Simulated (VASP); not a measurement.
Wanted: the native input for a VASP 6.6.1 run.

- Task: single point
- Functional: PBE
- Potentials or basis: VASP PAW PBE potentials, release 64 (S, Cu, Ta_pv, Re)
- Cutoff: 520 eV
- k mesh: 6 × 6 × 6
- Occupations: gaussian, width 0.1629 eV
- Spin: no spin polarisation
- Dipole correction: no
- Further INCAR settings: ALGO = Normal; EDIFF = 1e-06; NBANDS = 62

The structure of TaCuRe4S8 lies in POSCAR:

```
TaCuRe4S8
1.0
    0.0000000000      5.0261560000      5.0261560000
    5.0261560000      0.0000000000      5.0261560000
    5.0261560000      5.0261560000      0.0000000000
S Cu Ta Re
8 1 1 4
Direct
    0.6148000000      0.6148000000      0.6148000000
    0.1556000000      0.6148000000      0.6148000000
    0.6148000000      0.6148000000      0.1556000000
    0.6148000000      0.1556000000      0.6148000000
    0.1317000000      0.1317000000      0.1317000000
    0.6049000000      0.1317000000      0.1317000000
    0.1317000000      0.1317000000      0.6049000000
    0.1317000000      0.6049000000      0.1317000000
    0.7500000000      0.7500000000      0.7500000000
    0.0000000000      0.0000000000      0.0000000000
    0.3749000000      0.3749000000      0.3749000000
    0.8753000000      0.3749000000      0.3749000000
    0.3749000000      0.3749000000      0.8753000000
    0.3749000000      0.8753000000      0.3749000000
```

These files were run (other wordings do the same):

INCAR

```
SYSTEM = TaCuRe4S8
PREC     = Accurate       ! precision mode
ENCUT    = 520            ! plane-wave cutoff, eV
EDIFF    = 1E-6           ! SCF threshold, eV
ISMEAR   = 0              ! smearing method
SIGMA    = 0.1629         ! smearing width, eV
LREAL    = .False.        ! projectors in reciprocal space
LASPH    = .True.         ! aspherical terms in the spheres
NELM     = 80             ! most SCF steps
ALGO     = Normal         ! electronic algorithm
ISIF     = 2              ! what is computed and relaxed
LWAVE    = .False.        ! write WAVECAR
LCHARG   = .False.        ! write CHGCAR
GGA      = PE             ! functional
NBANDS   = 62             ! bands
```

KPOINTS

```
regular mesh
0
Gamma
  6 6 6
  0 0 0
```

Potentials or basis: VASP PAW PBE potentials, release 64 (S, Cu, Ta_pv, Re).

Run with:

```bash
$ cat potpaw_PBE.64/S/POTCAR potpaw_PBE.64/Cu/POTCAR potpaw_PBE.64/Ta_pv/POTCAR potpaw_PBE.64/Re/POTCAR > POTCAR
$ mpirun -np 1 vasp_std > vasp.out
```

It gave:

```json
{"Pressure": "-0.8 GPa", "Largest force": "0.436 eV/Å", "Band gap on the k mesh": "zero (bands 49 and 50 overlap by 0.10 eV)"}
```

Caveat: spin-orbit coupling is left out, which moves the levels of the heavy elements.

Run time: 15 min on 1 thread of Intel(R) Xeon(R) Platinum 8259CL CPU @ 2.50GHz (Skylake/Cascade Lake) (shared host), peak memory 0.54 GiB.
